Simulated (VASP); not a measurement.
A run of VASP 6.6.1:

Contents of INCAR:

```
SYSTEM = Au
PREC = Accurate
ENCUT = 520
EDIFF = 1E-7
ISMEAR = -1
SIGMA = 0.1
LREAL = .False.
LASPH = .True.
NELM = 80
ALGO = Normal
ISIF = 2
LWAVE = .False.
LCHARG = .True.
GGA = PE
LELF = .True.
LVHAR = .True.
NBANDS = 12
```

The input KPOINTS:

```
regular mesh
0
Gamma
  7 7 7
  0 0 0
```

File POSCAR:

```
Au
1.0
    2.8073190000     -0.0433470000     -0.0008520000
   -0.0433470000      2.6634960000     -0.0240980000
   -0.0008520000     -0.0240980000      2.7774360000
Au
1
Direct
    0.4894220000      0.4834150000      0.4898520000
```

Potentials or basis: VASP PAW PBE potentials, release 64 (Au).

Launch:

```console
$ cat potpaw_PBE.64/Au/POTCAR > POTCAR
$ mpirun -np 1 vasp_std > vasp.out
```

Hardware: 1 thread of AMD EPYC 9R45 96-Core Processor (Zen 5), with other jobs on the host.

Task: How long does it take, and how much memory?

Result: Wall time 16 s on 1 thread of AMD EPYC 9R45 96-Core Processor (Zen 5), with other jobs on the host, peak memory 0.13 GiB. Counts: scf iterations 12, k points 172.
